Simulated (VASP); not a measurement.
# MgRh (Pm-3m) in VASP: notebook

Runs on MgRh. Level: LDA. Tasks: single point, relaxation of cell and atoms.

Everything below comes from runs of VASP 6.6.1. Logs are shortened: lines on timing, memory, paths and dates and some standing lists are left out, and cuts for length are marked.

### Step 1. The cell of the first run

Symmetry: Pm-3m, No. 221, cubic system. The conventional cell has a = 3.047 Å, b = 3.047 Å, c = 3.047 Å, α = 90.00°, β = 90.00°, γ = 90.00°. Within 3.5 Å of Mg (site symmetry m-3m) lie 8 Rh at 2.64 Å and 6 Mg at 3.05 Å. Rh (site symmetry m-3m) has 8 Mg at 2.64 Å and 6 Rh at 3.05 Å within 3.5 Å.

### Step 2. Single point, LDA

The input, INCAR:

```
SYSTEM = MgRh
  PREC = Accurate
  ENCUT = 520
  EDIFF = 1E-7
  ISMEAR = 0
  SIGMA = 0.1
  LREAL = .FALSE.
  LASPH = .TRUE.
  NELM = 100
  ALGO = Normal
  ISIF = 2
  LWAVE = .FALSE.
  LCHARG = .TRUE.
  LELF = .TRUE.
  LVHAR = .TRUE.
  NBANDS = 16
```

The input, KPOINTS:

```
Automatic mesh
0
G
  14 14 14
  0 0 0
```

The input, POSCAR:

```
MgRh
1.0
    3.0471359554      0.0000000000      0.0000000000
    0.0000000000      3.0471359554      0.0000000000
    0.0000000000      0.0000000000      3.0471359554
Mg Rh
1 1
Direct
    0.0000000000      0.0000000000      0.0000000000
    0.5000000000      0.5000000000      0.5000000000
```

Potentials or basis: VASP PAW LDA potentials, release 64 (Mg, Rh_pv).

The run is started by

```
cat potpaw_LDA.64/Mg/POTCAR potpaw_LDA.64/Rh_pv/POTCAR > POTCAR
mpirun -np 1 vasp_std > vasp.out
```

OUTCAR:

```text
SYSTEM = MgRh
   PREC = Accurate
   ENCUT = 520
   EDIFF = 1E-7
   ISMEAR = 0
   LREAL = .FALSE.
   LASPH = .TRUE.
   NELM = 100
   ISIF = 2

 ion  position               nearest neighbor table
   1  0.000  0.000  0.000-   2 2.64   2 2.64   2 2.64   2 2.64   2 2.64   2 2.64   2 2.64   2 2.64

   2  0.500  0.500  0.500-   1 2.64   1 2.64   1 2.64   1 2.64   1 2.64   1 2.64   1 2.64   1 2.64

  LATTYP: Found a simple cubic cell.
 ALAT       =     3.0471359554

  Lattice vectors:

 A1 = (   3.0471359554,   0.0000000000,   0.0000000000)
 A2 = (   0.0000000000,   3.0471359554,   0.0000000000)
 A3 = (   0.0000000000,   0.0000000000,   3.0471359554)

Analysis of symmetry for initial positions (statically):
=====================================================================
 Subroutine PRICEL returns:
 Original cell was already a primitive cell.

 Routine SETGRP: Setting up the symmetry group for a
 simple cubic supercell.

 Subroutine GETGRP returns: Found 48 space group operations
 (whereof 48 operations were pure point group operations)
 out of a pool of 48 trial point group operations.

The static configuration has the point symmetry O_h .

Analysis of symmetry for dynamics (positions and initial velocities):
=====================================================================
 Subroutine PRICEL returns:
 Original cell was already a primitive cell.

 Routine SETGRP: Setting up the symmetry group for a
 simple cubic supercell.

 Subroutine GETGRP returns: Found 48 space group operations
 (whereof 48 operations were pure point group operations)
 out of a pool of 48 trial point group operations.

The dynamic configuration has the point symmetry O_h .

 Subroutine INISYM returns: Found 48 space group operations
 (whereof 48 operations are pure point group operations),
 and found     1 'primitive' translations

----------------------------------------------------------------------------------------

                                     Primitive cell

  volume of cell :      28.2928

  direct lattice vectors                    reciprocal lattice vectors
     3.047135955  0.000000000  0.000000000     0.328177021  0.000000000  0.000000000
     0.000000000  3.047135955  0.000000000     0.000000000  0.328177021  0.000000000
     0.000000000  0.000000000  3.047135955     0.000000000  0.000000000  0.328177021

  length of vectors
     3.047135955  3.047135955  3.047135955     0.328177021  0.328177021  0.328177021

  position of ions in fractional coordinates (direct lattice)
     0.000000000  0.000000000  0.000000000
     0.500000000  0.500000000  0.500000000

[... 74 lines left out ...]
   ENCUT  =  520.0 eV  38.22 Ry    6.18 a.u.   5.67  5.67  5.67*2*pi/ulx,y,z
   NELM   =    100;   NELMIN=  2; NELMDL= -5     # of ELM steps
   EDIFF  = 0.1E-06   stopping-criterion for ELM
   LREAL  =      F    real-space projection
   EDIFFG = 0.1E-05   stopping-criterion for IOM
   NSW    =      0    number of steps for IOM
   IBRION =     -1    ionic relax: 0-MD 1-quasi-New 2-CG
   NFREE  =      0    steps in history (QN), initial steepest desc. (CG)
   ISIF   =      2    stress and relaxation
   ISYM   =      2    0-nonsym 1-usesym 2-fastsym
   POTIM  = 0.5000    time-step for ionic-motion
   TEBEG  =    0.0;   TEEND  =   0.0 temperature during run
   PSTRESS=    0.0 pullay stress
   NELECT =      17.0000    total number of electrons
   NUPDOWN=      -1.0000    fix difference up-down
   EMIN   =  10.00;   EMAX   =-10.00  energy-range for DOS
   EFERMI =   0.00;   METHOD = LEGACY
   ISMEAR =     0;   SIGMA  =   0.10  broadening in eV -4-tet -1-fermi 0-gaus
   EFERMI_NEDOS =   21; number of points for ismear=-14 and -15
   IALGO  =     38    algorithm
   IMIX   =      4    mixing-type and parameters
     AMIX     =   0.40;   BMIX     =  1.00
     AMIX_MAG =   1.60;   BMIX_MAG =  1.00
  volume/ion in A,a.u.               =      14.15        95.46
  Fermi-wavevector in a.u.,A,eV,Ry     =   1.381442  2.610547 25.965111  1.908382
  Thomas-Fermi vector in A             =   2.506226
   LORBIT       =      0    0 simple, 1 ext, 2 COOP (PROOUT), +10 PAW based schemes
   GGA     = CA    functional components
   LHFCALC =     F    Hartree Fock is set to
   AEXX    =    0.0000 exact exchange contribution
   IVDW    =     0    specifies the selected vdW correction
   LEPSILON=     F    determine dielectric tensor
   LRPA    =     F    only Hartree local field effects (RPA)
 non-spin polarized calculation
 Gauss-broadening in eV      SIGMA  =   0.10
  energy-cutoff  :      520.00
  volume of cell :       28.29
 maximum number of plane-waves:       780
 NGX is ok and might be reduce to    24
   NGX = 11   NGY = 11   NGZ = 11

 number of electron      17.0000001 magnetization

 Free energy of the ion-electron system (eV)
  ---------------------------------------------------
  ext. energy  EPLUGINS =         0.00000000
  ---------------------------------------------------
  free energy    TOTEN  =       -11.51143361 eV

  energy without entropy =      -11.50528358  energy(sigma->0) =      -11.50835860

 E-fermi :   7.0262     XC(G=0): -12.2489

 val. band max:        7.0260793278   @ k =   0.4286   0.0000   0.0000
 cond. band min:       7.0315757562   @ k =   0.5000   0.2857   0.0000
 fundamental gap:      0.0054964284
 Fermi energy:         7.0261915266

 k-point     1 :       0.0000    0.0000    0.0000
  band No.  band energies     occupation
      1     -37.9316      2.00000
      2     -37.9316      2.00000
      3     -37.9316      2.00000
      4      -0.1814      2.00000
      5       3.9183      2.00000
      6       3.9183      2.00000
[... 433 lines left out ...]
      3     -37.9208      2.00000
      4       2.4913      2.00000
      5       4.2312      2.00000
      6       4.9426      2.00000
[... 8 lines left out ...]
     15      23.7869      0.00000
     16      24.6571      0.00000

 [... further k-points ...]
[... 5 lines left out ...]
  --------------------------------------------------------------------------------------
  -------------------------------------------------------------------------------------
  Total       -0.0513602     -0.0513602     -0.0513602     -0.0000000     -0.0000000      0.0000000
  in kB       -2.9084527     -2.9084527     -2.9084527     -0.0000000     -0.0000000      0.0000000
  external PRESSURE =      -2.9084527 kB  Pullay stress =       0.0000000 kB

 VOLUME and BASIS-vectors are now :
 -----------------------------------------------------------------------------
  energy-cutoff  :      520.00
  volume of cell :       28.29
      direct lattice vectors                 reciprocal lattice vectors
     3.047135955  0.000000000  0.000000000     0.328177021  0.000000000  0.000000000
     0.000000000  3.047135955  0.000000000     0.000000000  0.328177021  0.000000000
     0.000000000  0.000000000  3.047135955     0.000000000  0.000000000  0.328177021

 POSITION                                       TOTAL-FORCE (eV/Angst)
 -----------------------------------------------------------------------------------
      0.00000      0.00000      0.00000         0.000000      0.000000      0.000000
      1.52357      1.52357      1.52357         0.000000      0.000000      0.000000
 -----------------------------------------------------------------------------------
    total drift:                                0.000000     -0.000000     -0.000000

  FREE ENERGIE OF THE ION-ELECTRON SYSTEM (eV)
  ---------------------------------------------------
  free  energy   TOTEN  =       -11.5114336106 eV

  energy  without entropy=      -11.5052835850  energy(sigma->0) =      -11.50835860
```

OSZICAR:

```text
N       E                     dE             d eps       ncg     rms          rms(c)
DAV:   1     0.123112342385E+03    0.12311E+03   -0.10108E+04  4112   0.103E+03
DAV:   2    -0.986117317196E+01   -0.13297E+03   -0.12630E+03  4288   0.300E+02
DAV:   3    -0.118106897922E+02   -0.19495E+01   -0.19453E+01  4648   0.393E+01
DAV:   4    -0.118220108230E+02   -0.11321E-01   -0.11321E-01  4560   0.306E+00
DAV:   5    -0.118221820472E+02   -0.17122E-03   -0.17122E-03  4808   0.376E-01    0.617E+00
DAV:   6    -0.116059451283E+02    0.21624E+00   -0.10562E+00  4072   0.118E+01    0.184E+00
DAV:   7    -0.115270737736E+02    0.78871E-01   -0.14044E-01  4128   0.451E+00    0.132E+00
DAV:   8    -0.115116942825E+02    0.15379E-01   -0.79365E-03  4616   0.630E-01    0.996E-02
DAV:   9    -0.115114597039E+02    0.23458E-03   -0.49019E-04  4848   0.221E-01    0.501E-02
DAV:  10    -0.115114337681E+02    0.25936E-04   -0.18397E-05  4640   0.464E-02    0.354E-03
DAV:  11    -0.115114336216E+02    0.14644E-06   -0.62512E-07  4960   0.800E-03    0.129E-03
DAV:  12    -0.115114336106E+02    0.10992E-07   -0.38485E-08  2776   0.178E-03
   1 F= -.11511434E+02 E0= -.11508359E+02  d E =-.615003E-02
```

stdout:

```text
POSCAR found type information on POSCAR MgRh
 POSCAR found :  2 types and       2 ions
 scaLAPACK will be used
 LDA part: xc-table for (Slater(with rela. corr.)+CA(PZ))
 , standard interpolation
 POSCAR, INCAR and KPOINTS ok, starting setup
 FFT: planning ... GRIDC
 FFT: planning ... GRID_SOFT
 FFT: planning ... GRID
 WAVECAR not read
 entering main loop
```

Run time: 23 s. Hardware: 1 thread of AMD EPYC 9R45 (Zen 5), shared host; peak memory 0.14 GiB.

Results:

```yaml
Free_energy: -11.5114 eV
Pressure: -0.3 GPa
```

### Step 3. Relaxation of cell and atoms, LDA

This run uses another cell than the first one, of 14.88 Å³/atom, 1.052 times its volume.

The input, INCAR:

```
  PREC = Accurate
  ENCUT = 600
  EDIFF = 1E-6
  ISMEAR = 0
  SIGMA = 0.1
  LREAL = F
  LASPH = T
  NELM = 100
  ALGO = Normal
  ISIF = 3
  LWAVE = F
  LCHARG = F
  GGA = CA
  IBRION = 2
  NSW = 100
  EDIFFG = -0.005
```

The input, KPOINTS:

```
regular mesh
0
Gamma
  14 14 14
```

The input, POSCAR:

```
MgRh
1.0
    3.0992000000      0.0000000000      0.0000000000
    0.0000000000      3.0992000000      0.0000000000
    0.0000000000      0.0000000000      3.0992000000
Mg Rh
1 1
Direct
    0.0000000000      0.0000000000      0.0000000000
    0.5000000000      0.5000000000      0.5000000000
```

Potentials or basis: VASP PAW LDA potentials, release 64 (Mg, Rh_pv).

The run is started by

```
cat potpaw_LDA.64/Mg/POTCAR potpaw_LDA.64/Rh_pv/POTCAR > POTCAR
mpirun -np 1 vasp_std > vasp.out
```

Wall time 62 s (1 thread of AMD EPYC 9R45 (Zen 5), shared host); peak memory 0.17 GiB.

It converged, with:

```
Free energy                            : -11.5123 eV
Relaxed volume                         : 14.12 Å³/atom
Relaxed cell                           : a = 3.045 Å, b = 3.045 Å, c = 3.045 Å, α = 90.00°, β = 90.00°, γ = 90.00°
Space group after relaxing (to 0.05 Å) : Pm-3m (No. 221)
Energy gained by relaxing              : 17.0 meV/atom
Ionic steps                            : 3
Pressure after relaxing                : 0.0 GPa
```

The path:
| step | energy change (eV) | largest force (eV/Å) | pressure (GPa) | volume (Å³) |
| --- | --- | --- | --- | --- |
| 1 | 0.0000 | 0.0000 | -6.74 | 29.77 |
| 2 | -0.0146 | 0.0000 | 6.02 | 27.15 |
| 3 | -0.0340 | 0.0000 | -0.04 | 28.23 |

Final structure:
```
CELL_PARAMETERS angstrom
3.04491 0.00000 0.00000
0.00000 3.04491 0.00000
0.00000 0.00000 3.04491
ATOMIC_POSITIONS crystal
Mg 0.00000 0.00000 0.00000
Rh 0.50000 0.50000 0.50000
```

Levels at points of the mesh, in eV from the Fermi level:
```csv
k point,band 6,band 7,band 8,band 9,band 10,band 11,band 12
"(0.00, 0.00, 0.00)",-3.12,-0.15,-0.15,-0.15,8.60,8.60,8.60
"(0.50, 0.00, 0.00)",-2.58,-1.28,-1.28,0.01,1.88,9.37,12.04
"(0.50, 0.50, 0.00)",-1.12,-1.12,0.75,0.75,0.78,4.86,7.87
"(0.50, 0.50, 0.50)",-3.29,0.85,0.85,4.72,4.72,4.72,7.81
```

### Step 4. Single point, LDA

The input, INCAR:

```
SYSTEM = MgRh
PREC = Accurate
ENCUT = 520
EDIFF = 1E-7
ISMEAR = 0
SIGMA = 0.15
LREAL = .False.
LASPH = .True.
NELM = 100
ALGO = Normal
ISIF = 2
LWAVE = .False.
LCHARG = .True.
GGA = CA
LELF = .True.
LVHAR = .True.
NBANDS = 16
```

The input, KPOINTS:

```
Automatic mesh
0
Gamma
  14 14 14
  0 0 0
```

The input, POSCAR:

```
MgRh
1.0
    3.0471359554      0.0000000000      0.0000000000
    0.0000000000      3.0471359554      0.0000000000
    0.0000000000      0.0000000000      3.0471359554
Mg Rh
1 1
Direct
    0.0000000000      0.0000000000      0.0000000000
    0.5000000000      0.5000000000      0.5000000000
```

Potentials or basis: VASP PAW LDA potentials, release 64 (Mg, Rh_pv).

The run is started by

```
cat potpaw_LDA.64/Mg/POTCAR potpaw_LDA.64/Rh_pv/POTCAR > POTCAR
mpirun -np 1 vasp_std > vasp.out
```

OUTCAR:

```text
SYSTEM = MgRh
   PREC = Accurate
   ENCUT = 520
   EDIFF = 1E-7
   ISMEAR = 0
   LREAL = .False.
   LASPH = .True.
   NELM = 100
   ISIF = 2
   GGA = CA

 ion  position               nearest neighbor table
   1  0.000  0.000  0.000-   2 2.64   2 2.64   2 2.64   2 2.64   2 2.64   2 2.64   2 2.64   2 2.64

   2  0.500  0.500  0.500-   1 2.64   1 2.64   1 2.64   1 2.64   1 2.64   1 2.64   1 2.64   1 2.64

  LATTYP: Found a simple cubic cell.
 ALAT       =     3.0471359554

  Lattice vectors:

 A1 = (   3.0471359554,   0.0000000000,   0.0000000000)
 A2 = (   0.0000000000,   3.0471359554,   0.0000000000)
[... 627 lines left out ...]
      5       4.2284      2.00000
      6       4.9396      2.00000
[... 8 lines left out ...]
     15      23.7870      0.00000
     16      24.6569      0.00000

 [... further k-points ...]
[... 5 lines left out ...]
  --------------------------------------------------------------------------------------
  -------------------------------------------------------------------------------------
  Total       -0.0470327     -0.0470327     -0.0470327      0.0000000     -0.0000000     -0.0000000
  in kB       -2.6633911     -2.6633911     -2.6633911      0.0000000     -0.0000000     -0.0000000
  external PRESSURE =      -2.6633911 kB  Pullay stress =       0.0000000 kB

 VOLUME and BASIS-vectors are now :
 -----------------------------------------------------------------------------
  energy-cutoff  :      520.00
  volume of cell :       28.29
      direct lattice vectors                 reciprocal lattice vectors
     3.047135955  0.000000000  0.000000000     0.328177021  0.000000000  0.000000000
     0.000000000  3.047135955  0.000000000     0.000000000  0.328177021  0.000000000
     0.000000000  0.000000000  3.047135955     0.000000000  0.000000000  0.328177021

 POSITION                                       TOTAL-FORCE (eV/Angst)
 -----------------------------------------------------------------------------------
      0.00000      0.00000      0.00000         0.000000      0.000000      0.000000
      1.52357      1.52357      1.52357         0.000000      0.000000      0.000000
 -----------------------------------------------------------------------------------
    total drift:                                0.000000     -0.000000     -0.000000

  FREE ENERGIE OF THE ION-ELECTRON SYSTEM (eV)
  ---------------------------------------------------
  free  energy   TOTEN  =       -11.5152830602 eV

  energy  without entropy=      -11.5014882544  energy(sigma->0) =      -11.50838566
```

Wall time 24 s (1 thread of AMD EPYC 9R45 (Zen 5), shared host); peak memory 0.14 GiB.

Results:

```
Free energy : -11.5153 eV
Pressure    : -0.3 GPa
```

### Step 5. Summary

```tsv
task	cell	cutoff (eV)	smearing	gap on the mesh (eV)	pressure (GPa)
single point	a = 3.047 Å, 2 atoms	520	gaussian 0.1 eV	none	-0.3
relaxation of cell and atoms	relaxed from a = 3.099 Å, 2 atoms	600	gaussian 0.1 eV	none	0.0
single point	a = 3.047 Å, 2 atoms	520	gaussian 0.15 eV	none	-0.3
```

Alike in all rows: level LDA; potentials or basis VASP PAW LDA potentials, release 64 (Mg, Rh_pv); no spin polarisation; k mesh 14 × 14 × 14.

Absolute energies hang on the potentials; compare differences alone.
